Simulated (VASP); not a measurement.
# SrCl (F-43m) in VASP: notebook

The runs below take SrCl through single point, with PBE.

Everything below comes from runs of VASP 6.6.1. Logs are shortened: lines on timing, memory, paths and dates and some standing lists are left out, and cuts for length are marked.

## 1. The cell of the first run

Symmetry: F-43m, No. 216, cubic system. The conventional cell has a = 6.161 Å, b = 6.161 Å, c = 6.161 Å, α = 90.00°, β = 90.00°, γ = 90.00°. Within 3.5 Å of Sr (site symmetry -43m) lie 4 Cl at 2.67 Å. Cl (site symmetry -43m) has 4 Sr at 2.67 Å within 3.5 Å.

The cell was built from a structure type or drawn by symmetry, and may not be a known phase.

## 2. Single point, PBE

File INCAR:

```
  PREC = Accurate
  ENCUT = 520
  EDIFF = 1E-6
  ISMEAR = 0
  SIGMA = 0.1
  LREAL = False
  LASPH = True
  NELM = 100
  ALGO = Normal
  ISIF = 2
  LWAVE = False
  LCHARG = False
  GGA = PE
  NBANDS = 16
```

File KPOINTS:

```
Automatic mesh
0
Gamma
  6 6 6
```

File POSCAR:

```
SrCl
1.0
    0.0000000000      3.0803912800      3.0803912800
    3.0803912800      0.0000000000      3.0803912800
    3.0803912800      3.0803912800      0.0000000000
Sr Cl
1 1
Direct
    0.0000000000      0.0000000000      0.0000000000
    0.2500000000      0.2500000000      0.2500000000
```

Potentials or basis: VASP PAW PBE potentials, release 64 (Sr_sv, Cl).

Launch:

```
cat potpaw_PBE.64/Sr_sv/POTCAR potpaw_PBE.64/Cl/POTCAR > POTCAR
mpirun -np 1 vasp_std > vasp.out
```

OUTCAR:

```text
PREC = Accurate
   ENCUT = 520
   EDIFF = 1E-6
   ISMEAR = 0
   LREAL = False
   LASPH = True
   NELM = 100
   ISIF = 2
   GGA = PE

 ion  position               nearest neighbor table
   1  0.000  0.000  0.000-   2 2.67   2 2.67   2 2.67   2 2.67
   2  0.250  0.250  0.250-   1 2.67   1 2.67   1 2.67   1 2.67

  LATTYP: Found a face centered cubic cell.
 ALAT       =     6.1607825600

  Lattice vectors:

 A1 = (   0.0000000000,   3.0803912800,   3.0803912800)
 A2 = (   3.0803912800,   0.0000000000,   3.0803912800)
 A3 = (   3.0803912800,   3.0803912800,   0.0000000000)

Analysis of symmetry for initial positions (statically):
=====================================================================
 Subroutine PRICEL returns:
 Original cell was already a primitive cell.

 Routine SETGRP: Setting up the symmetry group for a
 face centered cubic supercell.

 Subroutine GETGRP returns: Found 24 space group operations
 (whereof 24 operations were pure point group operations)
 out of a pool of 48 trial point group operations.

The static configuration has the point symmetry T_d .

Analysis of symmetry for dynamics (positions and initial velocities):
=====================================================================
 Subroutine PRICEL returns:
 Original cell was already a primitive cell.

 Routine SETGRP: Setting up the symmetry group for a
 face centered cubic supercell.

 Subroutine GETGRP returns: Found 24 space group operations
 (whereof 24 operations were pure point group operations)
 out of a pool of 48 trial point group operations.

The dynamic configuration has the point symmetry T_d .

 Subroutine INISYM returns: Found 24 space group operations
 (whereof 24 operations are pure point group operations),
 and found     1 'primitive' translations

----------------------------------------------------------------------------------------

                                     Primitive cell

  volume of cell :      58.4585

  direct lattice vectors                    reciprocal lattice vectors
     0.000000000  3.080391280  3.080391280    -0.162317042  0.162317042  0.162317042
     3.080391280  0.000000000  3.080391280     0.162317042 -0.162317042  0.162317042
     3.080391280  3.080391280  0.000000000     0.162317042  0.162317042 -0.162317042

  length of vectors
     4.356331126  4.356331126  4.356331126     0.281141363  0.281141363  0.281141363

  position of ions in fractional coordinates (direct lattice)
     0.000000000  0.000000000  0.000000000
     0.250000000  0.250000000  0.250000000

  ion indices of the primitive-cell ions
   primitive index   ion index
                 1           1
                 2           2

----------------------------------------------------------------------------------------

 KPOINTS: Automatic mesh

Automatic generation of k-mesh.
 Grid dimensions read from file:
 generate k-points for:    6    6    6

 Generating k-lattice:

  Cartesian coordinates                     Fractional coordinates (reciprocal lattice)
    -0.027052840  0.027052840  0.027052840     0.166666667  0.000000000  0.000000000
     0.027052840 -0.027052840  0.027052840     0.000000000  0.166666667  0.000000000
     0.027052840  0.027052840 -0.027052840     0.000000000  0.000000000  0.166666667

  Length of vectors
     0.046856894  0.046856894  0.046856894

  Shift w.r.t. Gamma in fractional coordinates (k-lattice)
     0.000000000  0.000000000  0.000000000

 Subroutine IBZKPT returns following result:
 ===========================================

 Found     16 irreducible k-points:

 Following reciprocal coordinates:
            Coordinates               Weight
  0.000000  0.000000  0.000000      1.000000
  0.166667  0.000000  0.000000      8.000000
  0.333333  0.000000  0.000000      8.000000
  0.500000  0.000000  0.000000      4.000000
  0.166667  0.166667  0.000000      6.000000
  0.333333  0.166667  0.000000     24.000000
[... 8 lines left out ...]
 -0.333333  0.333333  0.166667     24.000000
 -0.333333  0.500000  0.166667     12.000000
   k-points           NKPTS =     16   k-points in BZ     NKDIM =     16   number of bands    NBANDS=     16
   number of dos      NEDOS =    301   number of ions     NIONS =      2
   total plane-waves  NPLWV =  32768
   dimension x,y,z NGX =    32 NGY =   32 NGZ =   32
   dimension x,y,z NGXF=    64 NGYF=   64 NGZF=   64
   ions per type =               1   1
   NGX,Y,Z   is equivalent  to a cutoff of  12.21, 12.21, 12.21 a.u.
   NGXF,Y,Z  is equivalent  to a cutoff of  24.42, 24.42, 24.42 a.u.
 SYSTEM =  unknown system
   PREC   = accura    normal or accurate (medium, high low for compatibility)
   ISTART =      0    job   : 0-new  1-cont  2-samecut
   ICHARG =      2    charge: 1-file 2-atom 10-const
   ISPIN  =      1    spin polarized calculation?
   LNONCOLLINEAR =      F non collinear calculations
   LSORBIT =      F    spin-orbit coupling
   LASPH  =      T    aspherical Exc in radial PAW
   ENCUT  =  520.0 eV  38.22 Ry    6.18 a.u.   8.10  8.10  8.10*2*pi/ulx,y,z
   NELM   =    100;   NELMIN=  2; NELMDL= -5     # of ELM steps
   EDIFF  = 0.1E-05   stopping-criterion for ELM
   LREAL  =      F    real-space projection
   EDIFFG = 0.1E-04   stopping-criterion for IOM
   NSW    =      0    number of steps for IOM
   IBRION =     -1    ionic relax: 0-MD 1-quasi-New 2-CG
   NFREE  =      0    steps in history (QN), initial steepest desc. (CG)
   ISIF   =      2    stress and relaxation
   ISYM   =      2    0-nonsym 1-usesym 2-fastsym
   POTIM  = 0.5000    time-step for ionic-motion
   TEBEG  =    0.0;   TEEND  =   0.0 temperature during run
   PSTRESS=    0.0 pullay stress
   NELECT =      17.0000    total number of electrons
   NUPDOWN=      -1.0000    fix difference up-down
   EMIN   =  10.00;   EMAX   =-10.00  energy-range for DOS
   EFERMI =   0.00;   METHOD = LEGACY
   ISMEAR =     0;   SIGMA  =   0.10  broadening in eV -4-tet -1-fermi 0-gaus
   EFERMI_NEDOS =   21; number of points for ismear=-14 and -15
   IALGO  =     38    algorithm
   IMIX   =      4    mixing-type and parameters
     AMIX     =   0.40;   BMIX     =  1.00
     AMIX_MAG =   1.60;   BMIX_MAG =  1.00
  volume/ion in A,a.u.               =      29.23       197.25
  Fermi-wavevector in a.u.,A,eV,Ry     =   1.084614  2.049623 16.005728  1.176388
  Thomas-Fermi vector in A             =   2.220708
   LORBIT       =      0    0 simple, 1 ext, 2 COOP (PROOUT), +10 PAW based schemes
   GGA     = PE    functional components
   LHFCALC =     F    Hartree Fock is set to
   AEXX    =    0.0000 exact exchange contribution
   IVDW    =     0    specifies the selected vdW correction
   LEPSILON=     F    determine dielectric tensor
   LRPA    =     F    only Hartree local field effects (RPA)
 non-spin polarized calculation
 Gauss-broadening in eV      SIGMA  =   0.10
  energy-cutoff  :      520.00
  volume of cell :       58.46
 maximum number of plane-waves:      1591
   NGX = 17   NGY = 17   NGZ = 17

 number of electron      17.0000002 magnetization

 Free energy of the ion-electron system (eV)
  ---------------------------------------------------
  ext. energy  EPLUGINS =         0.00000000
  ---------------------------------------------------
  free energy    TOTEN  =        -5.89244259 eV

  energy without entropy =       -5.88519492  energy(sigma->0) =       -5.88881876

 E-fermi :   4.7117     XC(G=0):  -8.5747

 val. band max:        4.6629581160   @ k =  -0.1667   0.1667   0.0000
 cond. band min:       4.7866737327   @ k =   0.5000   0.3333   0.1667
 fundamental gap:      0.1237156167
 Fermi energy:         4.7116902737

 k-point     1 :       0.0000    0.0000    0.0000
  band No.  band energies     occupation
      1     -31.7557      2.00000
      2     -13.9162      2.00000
      3     -13.8466      2.00000
      4     -13.8466      2.00000
      5     -13.8466      2.00000
      6      -2.3073      2.00000
[... 8 lines left out ...]
     15      12.0064      0.00000
     16      12.0064      0.00000

 k-point     2 :       0.1667    0.0000    0.0000
  band No.  band energies     occupation
      1     -31.7504      2.00000
      2     -14.5421      2.00000
      3     -13.8595      2.00000
      4     -13.8595      2.00000
      5     -13.2114      2.00000
      6      -2.3952      2.00000
[... 8 lines left out ...]
     15      10.4021      0.00000
     16      11.8754      0.00000

 k-point     3 :       0.3333    0.0000    0.0000
  band No.  band energies     occupation
      1     -31.7398      2.00000
      2     -15.0122      2.00000
      3     -13.8852      2.00000
      4     -13.8852      2.00000
      5     -12.7318      2.00000
      6      -2.4372      2.00000
[... 8 lines left out ...]
     15       9.5912      0.00000
     16      12.8372      0.00000

 k-point     4 :       0.5000    0.0000    0.0000
  band No.  band energies     occupation
      1     -31.7344      2.00000
      2     -15.1813      2.00000
      3     -13.8979      2.00000
      4     -13.8979      2.00000
      5     -12.5626      2.00000
      6      -2.3987      2.00000
[... 8 lines left out ...]
     15      10.8547      0.00000
     16      13.4850      0.00000
[... 172 lines left out ...]
 k-point    14 :       0.5000    0.3333    0.1667
  band No.  band energies     occupation
      1     -31.7327      2.00000
      2     -15.1865      2.00000
      3     -13.9892      2.00000
      4     -13.9282      2.00000
      5     -12.4321      2.00000
      6      -2.5302      2.00000
[... 8 lines left out ...]
     15      10.9149      0.00000
     16      11.9983      0.00000

 k-point    15 :      -0.3333    0.3333    0.1667
  band No.  band energies     occupation
      1     -31.7291      2.00000
      2     -15.2689      2.00000
      3     -14.0227      2.00000
      4     -13.9463      2.00000
      5     -12.3126      2.00000
      6      -2.3729      2.00000
[... 8 lines left out ...]
     15      11.2496      0.00000
     16      12.2866      0.00000

 k-point    16 :      -0.3333    0.5000    0.1667
  band No.  band energies     occupation
      1     -31.7274      2.00000
      2     -15.3098      2.00000
      3     -14.0135      2.00000
      4     -13.9759      2.00000
      5     -12.2560      2.00000
      6      -2.5659      2.00000
[... 8 lines left out ...]
     15      10.8445      0.00000
     16      11.9457      0.00000

------------------------ aborting loop because EDIFF is reached ----------------------------------------

  FORCE on cell =-STRESS in cart. coord.  units (eV):
  Direction    XX          YY          ZZ          XY          YZ          ZX
  --------------------------------------------------------------------------------------
  -------------------------------------------------------------------------------------
  Total        4.4821474      4.4821474      4.4821474      0.0000000      0.0000000      0.0000000
  in kB      122.8426195    122.8426195    122.8426195      0.0000000      0.0000000      0.0000000
  external PRESSURE =     122.8426195 kB  Pullay stress =       0.0000000 kB

 VOLUME and BASIS-vectors are now :
 -----------------------------------------------------------------------------
  energy-cutoff  :      520.00
  volume of cell :       58.46
      direct lattice vectors                 reciprocal lattice vectors
     0.000000000  3.080391280  3.080391280    -0.162317042  0.162317042  0.162317042
     3.080391280  0.000000000  3.080391280     0.162317042 -0.162317042  0.162317042
     3.080391280  3.080391280  0.000000000     0.162317042  0.162317042 -0.162317042

 POSITION                                       TOTAL-FORCE (eV/Angst)
 -----------------------------------------------------------------------------------
      0.00000      0.00000      0.00000        -0.000000     -0.000000     -0.000000
      1.54020      1.54020      1.54020         0.000000      0.000000      0.000000
 -----------------------------------------------------------------------------------
    total drift:                               -0.000000     -0.000000     -0.000000

  FREE ENERGIE OF THE ION-ELECTRON SYSTEM (eV)
  ---------------------------------------------------
  free  energy   TOTEN  =        -5.8924425884 eV

  energy  without entropy=       -5.8851949247  energy(sigma->0) =       -5.88881876
```

Wall time 26 s (1 thread of AMD EPYC 7R13, shared host); peak memory 0.15 GiB.

Results:

```
Free energy            : -5.8924 eV
Pressure               : 12.3 GPa
Band gap on the k mesh : zero (an odd number of electrons rules out a gap without spin polarisation)
```

Levels at points of the mesh, in eV from the Fermi level:
```tsv
k point	band 6	band 7	band 8	band 9	band 10	band 11	band 12	band 13
(0.00, 0.00, 0.00)	-7.02	-7.02	-7.02	-1.42	2.29	2.29	4.33	4.33
(0.50, 0.00, 0.00)	-7.11	-6.79	-6.79	0.86	1.93	2.27	2.27	3.84
(0.50, 0.50, 0.00)	-7.52	-6.47	-6.47	-0.39	1.00	3.77	3.77	4.25
```

Caveat: the cell stands under pressure; an odd number of electrons without spin polarisation forces a metal; a magnetic or distorted state may lie lower.

[end of part 1 of 2]
